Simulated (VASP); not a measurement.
Write the native input for VASP 6.6.1 that does the following.

* Task: single point
* Functional: r2SCAN
* Potentials or basis: VASP PAW PBE potentials, release 64 (W_sv, C)
* Cutoff: 520 eV
* k mesh: 11 × 11 × 10
* Occupations: fermi-dirac, width 0.05 eV
* Spin: no spin polarisation
* Dipole correction: no
* Further INCAR settings: ALGO = Normal; EDIFF = 1e-06; NBANDS = 16

Crystal: WC (Qusongite).

```
W C
1.0
     2.97742    0.00000    0.00000
    -1.48871    2.57852    0.00000
     0.00000    0.00000    2.90581
W C
1 1
Direct
  0.00000 0.00000 0.00000
  0.66667 0.33333 0.50000
```

One way to write it, as run:

POSCAR

```
WC
1.0
    2.9774180398      0.0000000000      0.0000000000
   -1.4887090199      2.5785198281      0.0000000000
    0.0000000000      0.0000000000      2.9058124933
W C
1 1
Direct
    0.0000000000      0.0000000000      0.0000000000
    0.6666666667      0.3333333333      0.5000000000
```

INCAR.step1

```
SYSTEM = WC
ALGO = Normal ; EDIFF = 1E-4
ENCUT = 520 ; GGA = PE
ISMEAR = -1 ; LASPH = .True.
LCHARG = .False. ; LREAL = .False.
LWAVE = .True. ; NBANDS = 16
NELM = 60 ; PREC = Accurate
SIGMA = 0.05
```

INCAR.step2

```
SYSTEM = WC
ALGO = Normal ; EDIFF = 1E-6
ENCUT = 520 ; ISIF = 2
ISMEAR = -1 ; ISTART = 1
LASPH = .True. ; LCHARG = .True.
LELF = .True. ; LMIXTAU = .True.
LREAL = .False. ; LVHAR = .True.
LWAVE = .False. ; METAGGA = R2SCAN
NBANDS = 16 ; NELM = 60
PREC = Accurate ; SIGMA = 0.05
```

KPOINTS

```
k-points
0
Gamma
  11 11 10
  0 0 0
```

Potentials or basis: VASP PAW PBE potentials, release 64 (W_sv, C).

Command:

```console
$ cat potpaw_PBE.64/W_sv/POTCAR potpaw_PBE.64/C/POTCAR > POTCAR
$ cp INCAR.step1 INCAR
$ mpirun -np 1 vasp_std > vasp.out
$ cp INCAR.step2 INCAR
$ mpirun -np 1 vasp_std > vasp.out
```

It gave:

* Pressure: -22.7 GPa
* Band gap on the k mesh: zero (band 9 reaches 10.61 eV, above the bottom of band 10 at 9.46 eV)

Caveat: the PAW data sets were made with another functional, which shifts forces and pressure a little; spin-orbit coupling is left out, which moves the levels of the heavy elements.

Run time: 2 min on 1 thread of AMD EPYC 7R43 64-Core Processor (Zen 3), on a shared host, peak memory 0.13 GiB.
